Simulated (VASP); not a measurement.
# P (R-3m) in VASP: further runs

The runs below take P through single point, with PBEsol.

All numbers are computed with VASP 6.6.1; they aren't measurements. Logs are shortened: lines on timing, memory, paths and dates and some standing lists are left out, and cuts for length are marked.

**1. The cell of the first run**

Symmetry: R-3m, No. 166, trigonal system. Conventional cell: a = 3.422 Å, b = 3.422 Å, c = 8.633 Å, α = 90.00°, β = 90.00°, γ = 120.00°. P (site symmetry 3m) has 6 P at 2.31 to 2.60 Å within 3.0 Å.

**2. Single point, PBEsol (volume scaled by 0.97, then relaxed in part)**

File INCAR:

```
SYSTEM = P
PREC = Accurate ; ENCUT = 520
EDIFF = 1E-6 ; ISMEAR = 0
SIGMA = 0.1 ; LREAL = .False.
LASPH = .True. ; NELM = 100
ALGO = Normal ; ISIF = 2
LWAVE = .False. ; LCHARG = .True.
GGA = PS ; LELF = .True.
LVHAR = .True. ; NBANDS = 12
```

File KPOINTS:

```
regular mesh
0
Gamma
  15 15 15
  0 0 0
```

File POSCAR:

```
P
1.0
    1.7111790993      0.9879497136      2.8775545958
   -1.7111790993      0.9879497136      2.8775545958
    0.0000000000     -1.9758994272      2.8775545958
P
2
Direct
    0.2356649869      0.2356649869      0.2356649869
    0.7643350131      0.7643350131      0.7643350131
```

Potentials or basis: VASP PAW PBE potentials, release 64 (P).

Command:

```sh
> cat potpaw_PBE.64/P/POTCAR > POTCAR
> mpirun -np 1 vasp_std > vasp.out
```

OUTCAR:

```text
SYSTEM = P
   PREC = Accurate
   ENCUT = 520
   EDIFF = 1E-6
   ISMEAR = 0
   LREAL = .False.
   LASPH = .True.
   NELM = 100
   ISIF = 2
   GGA = PS

 ion  position               nearest neighbor table
   1  0.236  0.236  0.236-   2 2.31   2 2.31   2 2.31   2 2.60   2 2.60   2 2.60
   2  0.764  0.764  0.764-   1 2.31   1 2.31   1 2.31   1 2.60   1 2.60   1 2.60

  LATTYP: Found a trigonal (rhomboedric) cell.
 ALAT       =     3.4906301721
 COS(alpha) =     0.5193673683

  Lattice vectors:

 A1 = (   1.7111790993,   0.9879497136,   2.8775545958)
 A2 = (  -1.7111790993,   0.9879497136,   2.8775545958)
 A3 = (   0.0000000000,  -1.9758994272,   2.8775545958)

Analysis of symmetry for initial positions (statically):
=====================================================================
 Subroutine PRICEL returns:
 Original cell was already a primitive cell.

 Routine SETGRP: Setting up the symmetry group for a
 trigonal (rhombohedral) supercell.

 Subroutine GETGRP returns: Found 12 space group operations
 (whereof 12 operations were pure point group operations)
 out of a pool of 12 trial point group operations.

The static configuration has the point symmetry D_3d.

Analysis of symmetry for dynamics (positions and initial velocities):
=====================================================================
 Subroutine PRICEL returns:
 Original cell was already a primitive cell.

 Routine SETGRP: Setting up the symmetry group for a
 trigonal (rhombohedral) supercell.

 Subroutine GETGRP returns: Found 12 space group operations
 (whereof 12 operations were pure point group operations)
 out of a pool of 12 trial point group operations.

The dynamic configuration has the point symmetry D_3d.

 Subroutine INISYM returns: Found 12 space group operations
 (whereof 12 operations are pure point group operations),
 and found     1 'primitive' translations

----------------------------------------------------------------------------------------

                                     Primitive cell

  volume of cell :      29.1881

  direct lattice vectors                    reciprocal lattice vectors
     1.711179099  0.987949714  2.877554596     0.292196182  0.168699544  0.115839100
    -1.711179099  0.987949714  2.877554596    -0.292196182  0.168699544  0.115839100
     0.000000000 -1.975899427  2.877554596     0.000000000 -0.337399089  0.115839100

  length of vectors
     3.490630172  3.490630172  3.490630172     0.356730770  0.356730770  0.356730770

  position of ions in fractional coordinates (direct lattice)
     0.235664987  0.235664987  0.235664987
     0.764335013  0.764335013  0.764335013

  ion indices of the primitive-cell ions
   primitive index   ion index
                 1           1
                 2           2

----------------------------------------------------------------------------------------

 KPOINTS: regular mesh

Automatic generation of k-mesh.
 Grid dimensions read from file:
 generate k-points for:   15   15   15

 Generating k-lattice:

  Cartesian coordinates                     Fractional coordinates (reciprocal lattice)
     0.019479745  0.011246636  0.007722607     0.066666667  0.000000000  0.000000000
    -0.019479745  0.011246636  0.007722607     0.000000000  0.066666667  0.000000000
     0.000000000 -0.022493273  0.007722607     0.000000000  0.000000000  0.066666667

  Length of vectors
     0.023782051  0.023782051  0.023782051

  Shift w.r.t. Gamma in fractional coordinates (k-lattice)
     0.000000000  0.000000000  0.000000000

 Subroutine IBZKPT returns following result:
 ===========================================

 Found    344 irreducible k-points:

 Following reciprocal coordinates:
            Coordinates               Weight
  0.000000  0.000000  0.000000      1.000000
  0.066667  0.000000  0.000000      6.000000
  0.133333  0.000000 -0.000000      6.000000
  0.200000  0.000000 -0.000000      6.000000
  0.266667  0.000000 -0.000000      6.000000
  0.333333  0.000000 -0.000000      6.000000
[... 16 lines left out ...]
  0.133333  0.133333 -0.000000      6.000000
  0.200000  0.133333 -0.000000     12.000000
 [... further k-points ...]
   k-points           NKPTS =    344   k-points in BZ     NKDIM =    344   number of bands    NBANDS=     12
   number of dos      NEDOS =    301   number of ions     NIONS =      2
   total plane-waves  NPLWV =  21952
   dimension x,y,z NGX =    28 NGY =   28 NGZ =   28
   dimension x,y,z NGXF=    56 NGYF=   56 NGZF=   56
   ions per type =               2
   NGX,Y,Z   is equivalent  to a cutoff of  13.34, 13.34, 13.34 a.u.
   NGXF,Y,Z  is equivalent  to a cutoff of  26.67, 26.67, 26.67 a.u.
 SYSTEM =  P
   PREC   = accura    normal or accurate (medium, high low for compatibility)
   ISTART =      0    job   : 0-new  1-cont  2-samecut
   ICHARG =      2    charge: 1-file 2-atom 10-const
   ISPIN  =      1    spin polarized calculation?
   LNONCOLLINEAR =      F non collinear calculations
   LSORBIT =      F    spin-orbit coupling
   LASPH  =      T    aspherical Exc in radial PAW
   ENCUT  =  520.0 eV  38.22 Ry    6.18 a.u.   6.49  6.49  6.49*2*pi/ulx,y,z
   NELM   =    100;   NELMIN=  2; NELMDL= -5     # of ELM steps
   EDIFF  = 0.1E-05   stopping-criterion for ELM
   LREAL  =      F    real-space projection
   EDIFFG = 0.1E-04   stopping-criterion for IOM
   NSW    =      0    number of steps for IOM
   IBRION =     -1    ionic relax: 0-MD 1-quasi-New 2-CG
   NFREE  =      0    steps in history (QN), initial steepest desc. (CG)
   ISIF   =      2    stress and relaxation
   ISYM   =      2    0-nonsym 1-usesym 2-fastsym
   POTIM  = 0.5000    time-step for ionic-motion
   TEBEG  =    0.0;   TEEND  =   0.0 temperature during run
   PSTRESS=    0.0 pullay stress
   NELECT =      10.0000    total number of electrons
   NUPDOWN=      -1.0000    fix difference up-down
   EMIN   =  10.00;   EMAX   =-10.00  energy-range for DOS
   EFERMI =   0.00;   METHOD = LEGACY
   ISMEAR =     0;   SIGMA  =   0.10  broadening in eV -4-tet -1-fermi 0-gaus
   EFERMI_NEDOS =   21; number of points for ismear=-14 and -15
   IALGO  =     38    algorithm
   IMIX   =      4    mixing-type and parameters
     AMIX     =   0.40;   BMIX     =  1.00
     AMIX_MAG =   1.60;   BMIX_MAG =  1.00
  volume/ion in A,a.u.               =      14.59        98.49
  Fermi-wavevector in a.u.,A,eV,Ry     =   1.145530  2.164738 17.854094  1.312239
  Thomas-Fermi vector in A             =   2.282218
   LORBIT       =      0    0 simple, 1 ext, 2 COOP (PROOUT), +10 PAW based schemes
   GGA     = PS    functional components
   LHFCALC =     F    Hartree Fock is set to
   AEXX    =    0.0000 exact exchange contribution
   IVDW    =     0    specifies the selected vdW correction
   LEPSILON=     F    determine dielectric tensor
   LRPA    =     F    only Hartree local field effects (RPA)
 non-spin polarized calculation
 Gauss-broadening in eV      SIGMA  =   0.10
  energy-cutoff  :      520.00
  volume of cell :       29.19
 maximum number of plane-waves:       803
 NGX is ok and might be reduce to    28
   NGX = 13   NGY = 13   NGZ = 13

 number of electron      10.0000000 magnetization

 number of electron       9.9999999 magnetization

 Free energy of the ion-electron system (eV)
  ---------------------------------------------------
  ext. energy  EPLUGINS =         0.00000000
  ---------------------------------------------------
  free energy    TOTEN  =       -11.57853110 eV

  energy without entropy =      -11.57622950  energy(sigma->0) =      -11.57738030

 E-fermi :   9.9412     XC(G=0): -11.3451

 val. band max:        9.9286891085   @ k =   0.4000   0.0000  -0.0000
 cond. band min:       9.9519717986   @ k =   0.4667   0.4667   0.4000
 fundamental gap:      0.0232826901
 Fermi energy:         9.9411992606

 k-point     1 :       0.0000    0.0000    0.0000
  band No.  band energies     occupation
      1      -7.0134      2.00000
      2       7.3189      2.00000
      3       7.3189      2.00000
      4       7.3340      2.00000
      5       7.9258      2.00000
      6      12.5495      0.00000
      7      13.4891      0.00000
      8      13.4891      0.00000
      9      15.3733      0.00000
     10      15.3733      0.00000
     11      16.3159      0.00000
     12      16.7303      0.00000

 k-point     2 :       0.0667    0.0000    0.0000
  band No.  band energies     occupation
      1      -6.9367      2.00000
      2       6.2566      2.00000
      3       7.2847      2.00000
      4       7.3062      2.00000
      5       8.7153      2.00000
      6      12.6305      0.00000
      7      13.4050      0.00000
      8      13.4987      0.00000
      9      14.8836      0.00000
     10      14.9663      0.00000
     11      15.6493      0.00000
     12      17.6238      0.00000

 k-point     3 :       0.1333    0.0000   -0.0000
  band No.  band energies     occupation
      1      -6.7071      2.00000
      2       4.8036      2.00000
      3       7.1985      2.00000
      4       7.2462      2.00000
      5       9.3694      2.00000
      6      12.5432      0.00000
      7      12.8044      0.00000
      8      13.4151      0.00000
      9      14.5545      0.00000
     10      14.9116      0.00000
     11      15.5069      0.00000
     12      19.1372      0.00000

 k-point     4 :       0.2000    0.0000   -0.0000
  band No.  band energies     occupation
      1      -6.3256      2.00000
      2       3.2958      2.00000
      3       7.0967      2.00000
      4       7.1906      2.00000
      5       9.6823      1.99975
      6      11.9091      0.00000
      7      11.9206      0.00000
      8      12.9901      0.00000
      9      15.2559      0.00000
     10      15.6065      0.00000
     11      15.7801      0.00000
     12      20.8439      0.00000

 k-point     5 :       0.2667    0.0000   -0.0000
  band No.  band energies     occupation
      1      -5.7944      2.00000
      2       1.8078      2.00000
      3       7.0135      2.00000
      4       7.1753      2.00000
      5       9.7680      1.98567
      6      11.0947      0.00000
      7      11.1361      0.00000
      8      12.4677      0.00000
      9      16.4381      0.00000
     10      16.4976      0.00000
     11      16.6423      0.00000
     12      22.6794      0.00000
[... 228 lines left out ...]
      1      -6.5253      2.00000
      2       4.1881      2.00000
      3       6.4871      2.00000
      4       7.6542      2.00000
      5       9.5637      2.00000
      6      11.9427      0.00000
      7      12.4398      0.00000
      8      13.4405      0.00000
      9      14.3786      0.00000
     10      15.7311      0.00000
     11      16.0176      0.00000
     12      18.8541      0.00000

 k-point    22 :      -0.0667    0.0667    0.0000
  band No.  band energies     occupation
      1      -6.8073      2.00000
      2       5.4635      2.00000
      3       6.8496      2.00000
      4       7.5084      2.00000
      5       9.1802      2.00000
      6      12.5479      0.00000
      7      13.0832      0.00000
      8      13.4783      0.00000
      9      14.4114      0.00000
     10      14.9836      0.00000
     11      15.9321      0.00000
     12      17.7489      0.00000

 k-point    23 :       0.1333    0.1333   -0.0000
  band No.  band energies     occupation
      1      -6.6137      2.00000
      2       5.1016      2.00000
      3       6.4236      2.00000
      4       6.5466      2.00000
      5      10.0283      0.21810
      6      11.4519      0.00000
      7      12.4809      0.00000
      8      14.3921      0.00000
      9      14.9397      0.00000
     10      16.0969      0.00000
     11      16.2901      0.00000
     12      17.3150      0.00000

 k-point    24 :       0.2000    0.1333   -0.0000
  band No.  band energies     occupation
      1      -6.3391      2.00000
      2       4.1638      2.00000
      3       6.1008      2.00000
      4       6.4600      2.00000
      5       9.3684      2.00000
      6      11.7652      0.00000
      7      12.4940      0.00000
      8      14.4387      0.00000
      9      14.7697      0.00000
     10      16.3127      0.00000
     11      17.0374      0.00000
     12      18.3238      0.00000

 [... further k-points ...]
[... 5 lines left out ...]
  --------------------------------------------------------------------------------------
  -------------------------------------------------------------------------------------
  Total        0.3569523      0.3569523      0.3908048      0.0000000     -0.0000000      0.0000000
  in kB       19.5936643     19.5936643     21.4518770      0.0000000     -0.0000000      0.0000000
  external PRESSURE =      20.2130685 kB  Pullay stress =       0.0000000 kB

 VOLUME and BASIS-vectors are now :
 -----------------------------------------------------------------------------
  energy-cutoff  :      520.00
  volume of cell :       29.19
      direct lattice vectors                 reciprocal lattice vectors
     1.711179099  0.987949714  2.877554596     0.292196182  0.168699544  0.115839100
    -1.711179099  0.987949714  2.877554596    -0.292196182  0.168699544  0.115839100
     0.000000000 -1.975899427  2.877554596     0.000000000 -0.337399089  0.115839100

 POSITION                                       TOTAL-FORCE (eV/Angst)
 -----------------------------------------------------------------------------------
      0.00000      0.00000      2.03442         0.000000      0.000000     -0.030334
      0.00000      0.00000      6.59825         0.000000      0.000000      0.030334
 -----------------------------------------------------------------------------------
    total drift:                               -0.000000     -0.000000     -0.000000

  FREE ENERGIE OF THE ION-ELECTRON SYSTEM (eV)
  ---------------------------------------------------
  free  energy   TOTEN  =       -11.5785310987 eV

  energy  without entropy=      -11.5762294989  energy(sigma->0) =      -11.57738030
```

Run time: 60 s. Hardware: 1 thread of Intel Xeon Platinum 8559C (Emerald Rapids), shared host; peak memory 0.21 GiB.

Results:

```yaml
Free_energy: -11.5785 eV
Pressure: 2.0 GPa
Largest_force: 0.030 eV/Å
Band_gap_on_the_k_mesh: zero (band 5 reaches 10.78 eV, above the bottom of band 6 at 9.22 eV)
```

Forces in eV/Å, atoms in the order of the input:
```
P    0.000  0.000 -0.030
P    0.000  0.000  0.030
```

Caveat: the cell differs from its parent crystal (volume scaled by 0.97, then relaxed in part); the PAW data sets were made with another functional, which shifts forces and pressure a little.

**3. Single point, PBEsol**

This run uses another cell than the first one, of 15.05 Å³/atom, 1.031 times its volume.

File INCAR:

```
SYSTEM = P
ALGO     = Normal         ! electronic algorithm
EDIFF    = 1E-7           ! SCF threshold, eV
ENCUT    = 520            ! plane-wave cutoff, eV
GGA      = PS             ! functional
ISIF     = 2              ! what is computed and relaxed
ISMEAR   = 0              ! smearing method
LASPH    = .TRUE.         ! aspherical terms in the spheres
LCHARG   = .FALSE.        ! write CHGCAR
LREAL    = .FALSE.        ! projectors in reciprocal space
LWAVE    = .FALSE.        ! write WAVECAR
NBANDS   = 12             ! bands
NELM     = 60             ! most SCF steps
PREC     = Accurate       ! precision mode
SIGMA    = 0.1            ! smearing width, eV
```

File KPOINTS:

```
k-points
0
G
  15 15 15
  0 0 0
```

File POSCAR:

```
P
1.0
    1.7204455928      0.9932997261      2.9346809024
   -1.7204455928      0.9932997261      2.9346809024
    0.0000000000     -1.9865994522      2.9346809025
P
2
Direct
    0.2335767673      0.2335767673      0.2335767673
    0.7664232327      0.7664232327      0.7664232327
```

Potentials or basis: VASP PAW PBE potentials, release 64 (P).

Command:

```sh
> cat potpaw_PBE.64/P/POTCAR > POTCAR
> mpirun -np 1 vasp_std > vasp.out
```

It took 63 s on 1 thread of Intel Xeon Platinum 8559C (Emerald Rapids), shared host; peak memory 0.21 GiB.

It converged, with:

- Free energy: -11.5863 eV
- Pressure: 0.0 GPa
- Largest force: 0.032 eV/Å
- Band gap on the k mesh: zero (band 5 reaches 10.35 eV, above the bottom of band 6 at 9.03 eV)

Forces on the atoms (eV/Å):
```
P    0.000  0.000 -0.032
P    0.000  0.000  0.032
```

Stress tensor (GPa, compression positive):
```
0.01 0.00 0.00
0.00 0.01 0.00
0.00 0.00 0.10
```

Levels at points of the mesh, in eV from the Fermi level:
```tsv
k point	band 3	band 4	band 5	band 6	band 7	band 8
(0.00, 0.00, 0.00)	-2.70	-2.70	-2.47	2.23	3.30	3.30
```

Caveat: the PAW data sets were made with another functional, which shifts forces and pressure a little.

**4. Single point, PBEsol (volume scaled by 1.03, then relaxed in part)**

File INCAR:

```
SYSTEM = P
  PREC = Accurate
  ENCUT = 520
  EDIFF = 1E-7
  ISMEAR = 0
  SIGMA = 0.1
  LREAL = .FALSE.
  LASPH = .TRUE.
  NELM = 60
  ALGO = Normal
  ISIF = 2
  LWAVE = .FALSE.
  LCHARG = .TRUE.
  GGA = PS
  LELF = .TRUE.
  LVHAR = .TRUE.
  NBANDS = 12
```

File KPOINTS:

```
regular mesh
0
G
  15 15 15
  0 0 0
```

File POSCAR:

```
P
1.0
    1.7306960122      0.9992178085      2.9870219276
   -1.7306960122      0.9992178085      2.9870219276
    0.0000000000     -1.9984356170      2.9870219276
P
2
Direct
    0.2318582514      0.2318582514      0.2318582514
    0.7681417486      0.7681417486      0.7681417486
```

Command:

```sh
> cat potpaw_PBE.64/P/POTCAR > POTCAR
> mpirun -np 1 vasp_std > vasp.out
```

It took 73 s on 1 thread of Intel Xeon Platinum 8559C (Emerald Rapids), shared host; peak memory 0.22 GiB.

Results (log left out):

* Free energy: -11.5827 eV
* Pressure: -1.7 GPa
* Largest force: 0.038 eV/Å
* Band gap on the k mesh: zero (band 5 reaches 9.83 eV, above the bottom of band 6 at 8.81 eV)

Forces in eV/Å, atoms in the order of the input:
```
P    0.000  0.000 -0.038
P    0.000  0.000  0.038
```

Stress tensor (GPa, compression positive):
```
-1.77  0.00  0.00
 0.00 -1.77  0.00
 0.00  0.00 -1.59
```

Levels at points of the mesh, in eV from the Fermi level:
| k point | band 1 | band 2 | band 3 | band 4 | band 5 | band 6 | band 7 | band 8 | band 9 | band 10 |
| --- | --- | --- | --- | --- | --- | --- | --- | --- | --- | --- |
| (0.00, 0.00, 0.00) | -16.62 | -2.86 | -2.82 | -2.76 | -2.76 | 1.95 | 3.10 | 3.10 | 5.48 | 5.48 |

Caveat: the cell differs from its parent crystal (volume scaled by 1.03, then relaxed in part); the PAW data sets were made with another functional, which shifts forces and pressure a little.

**5. Single point, PBEsol (volume scaled by 1.06, then relaxed in part)**

File INCAR:

```
SYSTEM = P
  ALGO = Normal
  EDIFF = 1E-7
  ENCUT = 520
  GGA = PS
  ISIF = 2
  ISMEAR = 0
  LASPH = .True.
  LCHARG = .False.
  LREAL = .False.
  LWAVE = .False.
  NBANDS = 12
  NELM = 60
  PREC = Accurate
  SIGMA = 0.1
```

File KPOINTS:

```
k-points
0
Gamma
  15 15 15
  0 0 0
```

File POSCAR:

```
P
1.0
    1.7403276380      1.0047786303      3.0400911340
   -1.7403276380      1.0047786303      3.0400911340
    0.0000000000     -2.0095572605      3.0400911340
P
2
Direct
    0.2301657704      0.2301657704      0.2301657704
    0.7698342296      0.7698342296      0.7698342296
```

Command:

```sh
> cat potpaw_PBE.64/P/POTCAR > POTCAR
> mpirun -np 1 vasp_std > vasp.out
```

It took 83 s on 1 thread of Intel Xeon Platinum 8559C (Emerald Rapids), shared host; peak memory 0.22 GiB.

The run converged. Its results:

```
Free energy            : -11.5702 eV
Pressure               : -3.2 GPa
Largest force          : 0.020 eV/Å
Band gap on the k mesh : zero (band 5 reaches 9.44 eV, above the bottom of band 6 at 8.60 eV)
```

Forces on the atoms (eV/Å):
```
P    0.000  0.000 -0.020
P    0.000  0.000  0.020
```

Stress tensor (GPa, compression positive):
```
-3.27  0.00  0.00
 0.00 -3.27  0.00
 0.00  0.00 -3.08
```

Levels at points of the mesh, in eV from the Fermi level:
| k point | band 2 | band 3 | band 4 | band 5 | band 6 | band 7 | band 8 | band 9 |
| --- | --- | --- | --- | --- | --- | --- | --- | --- |
| (0.00, 0.00, 0.00) | -3.19 | -2.85 | -2.78 | -2.78 | 1.71 | 2.93 | 2.93 | 5.57 |

Caveat: the cell differs from its parent crystal (volume scaled by 1.06, then relaxed in part); the PAW data sets were made with another functional, which shifts forces and pressure a little.

(Part 1 of 2 ends here.)
